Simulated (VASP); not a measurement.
# Rh (P6_3/mmc) in VASP: notebook

The runs below take Rh through single point, with PBEsol.

All numbers are computed with VASP 6.6.1; they aren't measurements. Logs are shortened: lines on timing, memory, paths and dates and some standing lists are left out, and cuts for length are marked.

### 1 The cell of the first run

It takes space group P6_3/mmc (No. 194, hexagonal). The conventional cell has a = 2.581 Å, b = 2.581 Å, c = 4.675 Å, α = 90.00°, β = 90.00°, γ = 120.00°. Within 3.4 Å of Rh (site symmetry -6m2) lie 12 Rh at 2.58 to 2.77 Å.

This isn't the form of Rh at room conditions, which is fcc.

### 2 Single point, PBEsol (strain -0.040 along x and y, +0.080 along z)

INCAR

```
SYSTEM = Rh
  PREC = Accurate
  ENCUT = 520
  EDIFF = 1E-6
  ISMEAR = 0
  SIGMA = 0.15
  LREAL = .FALSE.
  LASPH = .TRUE.
  NELM = 60
  ALGO = Fast
  ISIF = 2
  LWAVE = .FALSE.
  LCHARG = .TRUE.
  GGA = PS
  LELF = .TRUE.
  LVHAR = .TRUE.
  NBANDS = 22
```

KPOINTS

```
Automatic mesh
0
G
  24 24 14
  0 0 0
```

POSCAR

```
Rh
1.0
    2.5811866414      0.0000000000      0.0000000000
   -1.2905933207      2.2353732034      0.0000000000
    0.0000000000      0.0000000000      4.6753418632
Rh
2
Direct
    0.6666666667      0.3333333333      0.7500000000
    0.3333333333      0.6666666667      0.2500000000
```

Potentials or basis: VASP PAW PBE potentials, release 64 (Rh_pv).

Command:

```bash
> cat potpaw_PBE.64/Rh_pv/POTCAR > POTCAR
> mpirun -np 1 vasp_std > vasp.out
```

OUTCAR:

```text
SYSTEM = Rh
   PREC = Accurate
   ENCUT = 520
   EDIFF = 1E-6
   ISMEAR = 0
   LREAL = .FALSE.
   LASPH = .TRUE.
   NELM = 60
   ISIF = 2
   GGA = PS

 ion  position               nearest neighbor table
   1  0.667  0.333  0.750-   2 2.77   2 2.77   2 2.77   2 2.77   2 2.77   2 2.77
   2  0.333  0.667  0.250-   1 2.77   1 2.77   1 2.77   1 2.77   1 2.77   1 2.77

  LATTYP: Found a hexagonal cell.
 ALAT       =     2.5811866414
 C/A-ratio  =     1.8113149155

  Lattice vectors:

 A1 = (   2.5811866414,   0.0000000000,   0.0000000000)
 A2 = (  -1.2905933207,   2.2353732034,   0.0000000000)
 A3 = (   0.0000000000,   0.0000000000,   4.6753418632)

Analysis of symmetry for initial positions (statically):
=====================================================================
 Subroutine PRICEL returns:
 Original cell was already a primitive cell.

 Routine SETGRP: Setting up the symmetry group for a
 hexagonal supercell.

 Subroutine GETGRP returns: Found 24 space group operations
 (whereof 12 operations were pure point group operations)
 out of a pool of 24 trial point group operations.

The static configuration has the point symmetry D_3d.
 The point group associated with its full space group is D_6h.

Analysis of symmetry for dynamics (positions and initial velocities):
=====================================================================
 Subroutine PRICEL returns:
 Original cell was already a primitive cell.

 Routine SETGRP: Setting up the symmetry group for a
 hexagonal supercell.

 Subroutine GETGRP returns: Found 24 space group operations
 (whereof 12 operations were pure point group operations)
 out of a pool of 24 trial point group operations.

The dynamic configuration has the point symmetry D_3d.
 The point group associated with its full space group is D_6h.

 Subroutine INISYM returns: Found 24 space group operations
 (whereof 12 operations are pure point group operations),
 and found     1 'primitive' translations

----------------------------------------------------------------------------------------

                                     Primitive cell

  volume of cell :      26.9763

  direct lattice vectors                    reciprocal lattice vectors
     2.581186641  0.000000000  0.000000000     0.387418710  0.223676297  0.000000000
    -1.290593321  2.235373203  0.000000000     0.000000000  0.447352594  0.000000000
     0.000000000  0.000000000  4.675341863     0.000000000  0.000000000  0.213888103

  length of vectors
     2.581186641  2.581186641  4.675341863     0.447352594  0.447352594  0.213888103

  position of ions in fractional coordinates (direct lattice)
     0.666666667  0.333333333  0.750000000
     0.333333333  0.666666667  0.250000000

  ion indices of the primitive-cell ions
   primitive index   ion index
                 1           1
                 2           2

----------------------------------------------------------------------------------------

 KPOINTS: Automatic mesh

Automatic generation of k-mesh.
 Grid dimensions read from file:
 generate k-points for:   24   24   14

 Generating k-lattice:

  Cartesian coordinates                     Fractional coordinates (reciprocal lattice)
     0.016142446  0.009319846  0.000000000     0.041666667  0.000000000  0.000000000
     0.000000000  0.018639691  0.000000000     0.000000000  0.041666667  0.000000000
     0.000000000  0.000000000  0.015277722     0.000000000  0.000000000  0.071428571

  Length of vectors
     0.018639691  0.018639691  0.015277722

  Shift w.r.t. Gamma in fractional coordinates (k-lattice)
     0.000000000  0.000000000  0.000000000

 Subroutine IBZKPT returns following result:
 ===========================================

 Found    488 irreducible k-points:

 Following reciprocal coordinates:
            Coordinates               Weight
  0.000000  0.000000  0.000000      1.000000
  0.041667 -0.000000  0.000000      6.000000
  0.083333  0.000000  0.000000      6.000000
  0.125000 -0.000000  0.000000      6.000000
  0.166667 -0.000000  0.000000      6.000000
  0.208333 -0.000000  0.000000      6.000000
[... 16 lines left out ...]
  0.416667  0.041667  0.000000     12.000000
  0.458333  0.041667  0.000000     12.000000
 [... further k-points ...]
   k-points           NKPTS =    488   k-points in BZ     NKDIM =    488   number of bands    NBANDS=     22
   number of dos      NEDOS =    301   number of ions     NIONS =      2
   total plane-waves  NPLWV =  14400
   dimension x,y,z NGX =    20 NGY =   20 NGZ =   36
   dimension x,y,z NGXF=    40 NGYF=   40 NGZF=   72
   ions per type =               2
   NGX,Y,Z   is equivalent  to a cutoff of  12.88, 12.88, 12.80 a.u.
   NGXF,Y,Z  is equivalent  to a cutoff of  25.76, 25.76, 25.60 a.u.
 SYSTEM =  Rh
   PREC   = accura    normal or accurate (medium, high low for compatibility)
   ISTART =      0    job   : 0-new  1-cont  2-samecut
   ICHARG =      2    charge: 1-file 2-atom 10-const
   ISPIN  =      1    spin polarized calculation?
   LNONCOLLINEAR =      F non collinear calculations
   LSORBIT =      F    spin-orbit coupling
   LASPH  =      T    aspherical Exc in radial PAW
   ENCUT  =  520.0 eV  38.22 Ry    6.18 a.u.   4.80  4.80  8.69*2*pi/ulx,y,z
   NELM   =     60;   NELMIN=  2; NELMDL= -5     # of ELM steps
   EDIFF  = 0.1E-05   stopping-criterion for ELM
   LREAL  =      F    real-space projection
   EDIFFG = 0.1E-04   stopping-criterion for IOM
   NSW    =      0    number of steps for IOM
   IBRION =     -1    ionic relax: 0-MD 1-quasi-New 2-CG
   NFREE  =      0    steps in history (QN), initial steepest desc. (CG)
   ISIF   =      2    stress and relaxation
   ISYM   =      2    0-nonsym 1-usesym 2-fastsym
   POTIM  = 0.5000    time-step for ionic-motion
   TEBEG  =    0.0;   TEEND  =   0.0 temperature during run
   PSTRESS=    0.0 pullay stress
   NELECT =      30.0000    total number of electrons
   NUPDOWN=      -1.0000    fix difference up-down
   EMIN   =  10.00;   EMAX   =-10.00  energy-range for DOS
   EFERMI =   0.00;   METHOD = LEGACY
   ISMEAR =     0;   SIGMA  =   0.15  broadening in eV -4-tet -1-fermi 0-gaus
   EFERMI_NEDOS =   21; number of points for ismear=-14 and -15
   IALGO  =     68    algorithm
   IMIX   =      4    mixing-type and parameters
     AMIX     =   0.40;   BMIX     =  1.00
     AMIX_MAG =   1.60;   BMIX_MAG =  1.00
  volume/ion in A,a.u.               =      13.49        91.02
  Fermi-wavevector in a.u.,A,eV,Ry     =   1.696111  3.205185 39.141145  2.876793
  Thomas-Fermi vector in A             =   2.777033
   LORBIT       =      0    0 simple, 1 ext, 2 COOP (PROOUT), +10 PAW based schemes
   GGA     = PS    functional components
   LHFCALC =     F    Hartree Fock is set to
   AEXX    =    0.0000 exact exchange contribution
   IVDW    =     0    specifies the selected vdW correction
   LEPSILON=     F    determine dielectric tensor
   LRPA    =     F    only Hartree local field effects (RPA)
 non-spin polarized calculation
 RMM-DIIS sequential band-by-band and
 Gauss-broadening in eV      SIGMA  =   0.15
  energy-cutoff  :      520.00
  volume of cell :       26.98
 maximum number of plane-waves:       744
 NGX is ok and might be reduce to    20
   NGX =  9   NGY =  9   NGZ = 17

 number of electron      30.0000006 magnetization

 Free energy of the ion-electron system (eV)
  ---------------------------------------------------
  ext. energy  EPLUGINS =         0.00000000
  ---------------------------------------------------
  free energy    TOTEN  =       -15.98393542 eV

  energy without entropy =      -15.95020859  energy(sigma->0) =      -15.96707201

 E-fermi :  12.1102     XC(G=0): -14.3272

 val. band max:       12.1099663538   @ k =   0.5000  -0.0000   0.2143
 cond. band min:      12.1116291296   @ k =   0.1667  -0.0000   0.3571
 fundamental gap:      0.0016627758
 Fermi energy:        12.1102382177

 k-point     1 :       0.0000    0.0000    0.0000
  band No.  band energies     occupation
      1     -34.8377      2.00000
      2     -34.2616      2.00000
      3     -34.2616      2.00000
      4     -34.2489      2.00000
      5     -34.2038      2.00000
      6     -34.2038      2.00000
[... 14 lines left out ...]
     21      28.7128      0.00000
     22      30.7851      0.00000

 k-point     2 :       0.0417   -0.0000    0.0000
  band No.  band energies     occupation
      1     -34.8334      2.00000
      2     -34.2763      2.00000
      3     -34.2656      2.00000
      4     -34.2491      2.00000
      5     -34.2188      2.00000
      6     -34.2067      2.00000
[... 14 lines left out ...]
     21      28.8179      0.00000
     22      30.8911      0.00000

 k-point     3 :       0.0833    0.0000    0.0000
  band No.  band energies     occupation
      1     -34.8207      2.00000
      2     -34.3195      2.00000
      3     -34.2772      2.00000
      4     -34.2625      2.00000
      5     -34.2499      2.00000
      6     -34.2153      2.00000
[... 14 lines left out ...]
     21      29.0949      0.00000
     22      31.1680      0.00000

 k-point     4 :       0.1250   -0.0000    0.0000
  band No.  band energies     occupation
      1     -34.8002      2.00000
      2     -34.3880      2.00000
      3     -34.3314      2.00000
      4     -34.2956      2.00000
      5     -34.2515      2.00000
      6     -34.2292      2.00000
[... 14 lines left out ...]
     21      29.4868      0.00000
     22      31.4590      0.00000

 k-point     5 :       0.1667   -0.0000    0.0000
  band No.  band energies     occupation
      1     -34.7727      2.00000
      2     -34.4770      2.00000
      3     -34.4202      2.00000
      4     -34.3192      2.00000
      5     -34.2542      2.00000
      6     -34.2474      2.00000
[... 417 lines left out ...]
 k-point    22 :       0.3750    0.0417    0.0000
  band No.  band energies     occupation
      1     -35.0207      2.00000
      2     -34.9489      2.00000
      3     -34.5636      2.00000
      4     -34.4700      2.00000
      5     -34.3721      2.00000
      6     -34.3067      2.00000
[... 14 lines left out ...]
     21      26.9442      0.00000
     22      27.4207      0.00000

 k-point    23 :       0.4167    0.0417    0.0000
  band No.  band energies     occupation
      1     -35.0741      2.00000
      2     -34.9994      2.00000
      3     -34.5344      2.00000
      4     -34.4847      2.00000
      5     -34.3842      2.00000
      6     -34.3203      2.00000
[... 14 lines left out ...]
     21      26.4176      0.00000
     22      26.8321      0.00000

 k-point    24 :       0.4583    0.0417    0.0000
  band No.  band energies     occupation
      1     -35.1016      2.00000
      2     -35.0255      2.00000
      3     -34.5174      2.00000
      4     -34.4922      2.00000
      5     -34.3905      2.00000
      6     -34.3291      2.00000
[... 14 lines left out ...]
     21      26.0922      0.00000
     22      26.2616      0.00000

 [... further k-points ...]

------------------------ aborting loop because EDIFF is reached ----------------------------------------

  FORCE on cell =-STRESS in cart. coord.  units (eV):
  Direction    XX          YY          ZZ          XY          YZ          ZX
  --------------------------------------------------------------------------------------
  -------------------------------------------------------------------------------------
  Total        2.9749844      2.9749844     -3.2079566     -0.0000000      0.0000000      0.0000000
  in kB      176.6901945    176.6901945   -190.5268742     -0.0000000      0.0000000      0.0000000
  external PRESSURE =      54.2845049 kB  Pullay stress =       0.0000000 kB

 VOLUME and BASIS-vectors are now :
 -----------------------------------------------------------------------------
  energy-cutoff  :      520.00
  volume of cell :       26.98
      direct lattice vectors                 reciprocal lattice vectors
     2.581186641  0.000000000  0.000000000     0.387418710  0.223676297  0.000000000
    -1.290593321  2.235373203  0.000000000     0.000000000  0.447352594  0.000000000
     0.000000000  0.000000000  4.675341863     0.000000000  0.000000000  0.213888103

 POSITION                                       TOTAL-FORCE (eV/Angst)
 -----------------------------------------------------------------------------------
      1.29059      0.74512      3.50651         0.000000     -0.000000      0.000000
     -0.00000      1.49025      1.16884        -0.000000      0.000000      0.000000
 -----------------------------------------------------------------------------------
    total drift:                               -0.000000      0.000000     -0.000000

  FREE ENERGIE OF THE ION-ELECTRON SYSTEM (eV)
  ---------------------------------------------------
  free  energy   TOTEN  =       -15.9839354197 eV

  energy  without entropy=      -15.9502085925  energy(sigma->0) =      -15.96707201
```

Run time: 2.4 min. Hardware: 1 thread of AMD EPYC 9R45 (Zen 5), shared host; peak memory 0.29 GiB.

What came out:

```yaml
Free_energy: -15.9839 eV
Pressure: 5.4 GPa
Band_gap_on_the_k_mesh: zero (bands 15 and 16 overlap by 2.74 eV)
```

Stress tensor (GPa, compression positive):
```
 17.67   0.00   0.00
  0.00  17.67   0.00
  0.00   0.00 -19.05
```

Caveat: the cell differs from its parent crystal (strain -0.040 along x and y, +0.080 along z); the cell stands under pressure; the PAW data sets were made with another functional, which shifts forces and pressure a little.

### 3 Single point, PBEsol (strain +0.040 along x and y, -0.080 along z)

INCAR

```
  ALGO = Fast
  EDIFF = 1E-6
  ENCUT = 520
  GGA = PS
  ISIF = 2
  ISMEAR = 0
  LASPH = True
  LCHARG = False
  LREAL = False
  LWAVE = False
  NBANDS = 22
  NELM = 100
  PREC = Accurate
  SIGMA = 0.15
```

KPOINTS

```
k-points
0
Gamma
  24 24 14
```

POSCAR

```
Rh
1.0
    2.7962855282      0.0000000000      0.0000000000
   -1.3981427641      2.4216543036      0.0000000000
    0.0000000000      0.0000000000      3.9826986242
Rh
2
Direct
    0.6666666667      0.3333333333      0.7500000000
    0.3333333333      0.6666666667      0.2500000000
```

Potentials or basis: VASP PAW PBE potentials, release 64 (Rh_pv).

Command:

```bash
> cat potpaw_PBE.64/Rh_pv/POTCAR > POTCAR
> mpirun -np 1 vasp_std > vasp.out
```

Run time: 2.4 min. Hardware: 1 thread of AMD EPYC 9R45 (Zen 5), shared host; peak memory 0.29 GiB.

The run converged. Its results:

- Free energy: -15.9713 eV
- Pressure: 6.9 GPa
- Band gap on the k mesh: zero (bands 15 and 16 overlap by 1.93 eV)

Stress tensor (GPa, compression positive):
```
-4.00  0.00  0.00
 0.00 -4.00  0.00
 0.00  0.00 28.60
```

Levels at points of the mesh, in eV from the Fermi level:
| k point | band 11 | band 12 | band 13 | band 14 | band 15 | band 16 | band 17 | band 18 | band 19 | band 20 |
| --- | --- | --- | --- | --- | --- | --- | --- | --- | --- | --- |
| (0.00, 0.00, 0.00) | -2.87 | -2.87 | -2.43 | -2.43 | -2.18 | 0.14 | 0.14 | 2.11 | 10.66 | 15.12 |
| (0.50, 0.00, 0.00) | -2.68 | -2.21 | -1.68 | -0.21 | 0.40 | 1.11 | 2.67 | 4.66 | 10.93 | 11.58 |
| (0.00, 0.00, 0.50) | -3.73 | -3.73 | -2.74 | -2.74 | -0.28 | -0.28 | -0.28 | -0.28 | 14.77 | 14.77 |
| (0.50, 0.00, 0.50) | -2.21 | -2.21 | -0.46 | -0.46 | 0.20 | 0.20 | 2.49 | 2.49 | 9.27 | 9.27 |

Caveat: the cell differs from its parent crystal (strain +0.040 along x and y, -0.080 along z); the cell stands under pressure; the PAW data sets were made with another functional, which shifts forces and pressure a little.

### 4 Single point, PBEsol (strain +0.080 along x and y, +0.080 along z)

INCAR

```
SYSTEM = Rh
ALGO = Fast ; EDIFF = 1E-6
ENCUT = 520 ; GGA = PS
ISIF = 2 ; ISMEAR = 0
LASPH = .True. ; LCHARG = .False.
LREAL = .False. ; LWAVE = .False.
NBANDS = 22 ; NELM = 80
PREC = Accurate ; SIGMA = 0.15
```

KPOINTS

```
k-points
0
Gamma
  24 24 14
  0 0 0
```

POSCAR

```
Rh
1.0
    2.9038349716      0.0000000000      0.0000000000
   -1.4519174858      2.5147948538      0.0000000000
    0.0000000000      0.0000000000      4.6753418632
Rh
2
Direct
    0.6666666667      0.3333333333      0.7500000000
    0.3333333333      0.6666666667      0.2500000000
```

Command:

```bash
> cat potpaw_PBE.64/Rh_pv/POTCAR > POTCAR
> mpirun -np 1 vasp_std > vasp.out
```

Run time: 4.5 min. Hardware: 1 thread of Intel Xeon Platinum 8259CL at 2.50GHz (Skylake/Cascade Lake), shared host; peak memory 0.38 GiB.

It converged, with:

| Property | Result |
| --- | --- |
| Free energy | -15.1856 eV |
| Pressure | -36.8 GPa |
| Band gap on the k mesh | zero (bands 15 and 16 overlap by 1.68 eV) |

Stress tensor (GPa, compression positive):
```
-36.53   0.00   0.00
  0.00 -36.53   0.00
  0.00   0.00 -37.49
```

Levels at points of the mesh, in eV from the Fermi level:
```csv
k point,band 11,band 12,band 13,band 14,band 15,band 16,band 17,band 18,band 19,band 20
"(0.00, 0.00, 0.00)",-2.15,-1.78,-1.78,-1.38,-1.38,0.10,0.10,1.00,6.74,15.60
"(0.50, 0.00, 0.00)",-1.92,-1.60,-1.54,0.27,0.43,0.49,2.44,4.09,8.83,9.27
"(0.00, 0.00, 0.50)",-2.24,-2.24,-2.24,-2.24,-0.32,-0.32,-0.32,-0.32,13.48,13.48
"(0.50, 0.00, 0.50)",-1.19,-1.19,-0.17,-0.17,0.40,0.40,2.40,2.40,7.38,7.38
```

Caveat: the cell differs from its parent crystal (strain +0.080 along x and y, +0.080 along z); the cell stands under tension; the PAW data sets were made with another functional, which shifts forces and pressure a little.

### 5 Summary

```tsv
cell	gap on the mesh (eV)	pressure (GPa)
a = 2.581, b = 2.581, c = 4.675 Å, angles 90.0, 90.0, 120.0°, 2 atoms	none	5.4
a = 2.796, b = 2.796, c = 3.983 Å, angles 90.0, 90.0, 120.0°, 2 atoms	none	6.9
a = 2.904, b = 2.904, c = 4.675 Å, angles 90.0, 90.0, 120.0°, 2 atoms	none	-36.8
```

Alike in all rows: task single point; level PBEsol; potentials or basis VASP PAW PBE potentials, release 64 (Rh_pv); no spin polarisation; k mesh 24 × 24 × 14; cutoff (eV) 520; smearing gaussian 0.15 eV.

Caveats: the PAW data sets were made with another functional, which shifts forces and pressure a little; the cell stands under pressure (at least some runs); the cell stands under tension (at least some runs).

Absolute energies hang on the potentials; compare differences alone.
